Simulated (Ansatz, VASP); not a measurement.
**One calculation of Mo, two programs**

File INCAR:

```
SYSTEM = Mo
PREC = Accurate
ENCUT = 520
EDIFF = 1E-7
ISMEAR = -1
SIGMA = 0.08
LREAL = .FALSE.
LASPH = .TRUE.
NELM = 80
ALGO = Normal
ISIF = 2
LWAVE = .FALSE.
LCHARG = .FALSE.
GGA = PE
NBANDS = 21
```

The input KPOINTS:

```
regular mesh
0
G
  12 12 12
  0 0 0
```

POSCAR

```
Mo
1.0
    3.1607300689      0.0000000000      0.0000000000
    0.0000000000      3.1607300689      0.0000000000
    0.0000000000      0.0000000000      3.1607300689
Mo
2
Direct
    0.0000000000      0.0000000000      0.0000000000
    0.5000000000      0.5000000000      0.5000000000
```

Input for Ansatz:

```yaml
crystal:
  lattice:
    - [3.1607300689, 0.0, 0.0]
    - [0.0, 3.1607300689, 0.0]
    - [0.0, 0.0, 3.1607300689]
  atoms:
    - { symbol: Mo, position: [0.0, 0.0, 0.0] }
    - { symbol: Mo, position: [0.5, 0.5, 0.5] }
kpoints:
  mp_grid: { grid: [12, 12, 12] }
scf:
  occupations: { method: fermi_dirac, width: 0.08 }
hamiltonian:
  xc: pbe
  pseudopotentials: { kind: all_electron, lapw: { basis_error: 0.001 } }
output:
  forces: true
  stress: true
  eigenvalues: true
```

Alike in both runs: task single point; functional PBE; k mesh 12 × 12 × 12; occupations fermi-dirac, width 0.08 eV; no spin polarisation.

```csv
,VASP,Ansatz
version,VASP 6.6.1,Ansatz 0.2.0
potentials or method,"VASP PAW PBE potentials, release 64 (Mo_sv), cutoff 520 eV","all-electron LAPW, scalar-relativistic"
```

|  | VASP | Ansatz | Ansatz less VASP |
| --- | --- | --- | --- |
| pressure (GPa) | 0.6 | 0.1 | -0.52 |

Ansatz ran all-electron here, and VASP with PAW potentials.
